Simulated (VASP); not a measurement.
Here is a VASP 6.6.1 calculation.

The input POSCAR:

```
Sr
1.0
    4.4177502262      0.0000000000      0.0000000000
   -2.2088751131      3.8258839234      0.0000000000
    0.0000000000      0.0000000000      6.8737500000
Sr
2
Direct
    0.3333333333      0.6666666667      0.2500000000
    0.6666666667      0.3333333333      0.7500000000
```

The input INCAR.step1:

```
ALGO = Normal ; EDIFF = 1E-4
ENCUT = 520 ; GGA = PE
ISMEAR = 0 ; LASPH = True
LCHARG = False ; LREAL = False
LWAVE = True ; NBANDS = 17
NELM = 100 ; PREC = Accurate
SIGMA = 0.15
```

The input INCAR.step2:

```
ALGO = Normal ; EDIFF = 1E-6
ENCUT = 520 ; ISIF = 2
ISMEAR = 0 ; ISTART = 1
LASPH = True ; LCHARG = True
LELF = True ; LMIXTAU = True
LREAL = False ; LVHAR = True
LWAVE = False ; METAGGA = R2SCAN
NBANDS = 17 ; NELM = 100
PREC = Accurate ; SIGMA = 0.15
```

File KPOINTS:

```
k-points
0
Gamma
  12 12 8
```

Potentials or basis: VASP PAW PBE potentials, release 64 (Sr_sv).

Launch:

```console
$ cat potpaw_PBE.64/Sr_sv/POTCAR > POTCAR
$ cp INCAR.step1 INCAR
$ mpirun -np 1 vasp_std > vasp.out
$ cp INCAR.step2 INCAR
$ mpirun -np 1 vasp_std > vasp.out
```

**Question.** What does it give for the pressure?

**Answer.** -0.1 GPa.

**Question.** What does it give for the band gap on the k mesh?

**Answer.** Zero (bands 10 and 11 overlap by 0.43 eV).

Stress tensor (GPa, compression positive):
```
-0.49  0.00  0.00
 0.00 -0.49  0.00
 0.00  0.00  0.58
```

Caveat: the cell differs from its parent crystal (strain +0.025 along x and y, -0.025 along z); the PAW data sets were made with another functional, which shifts forces and pressure a little.
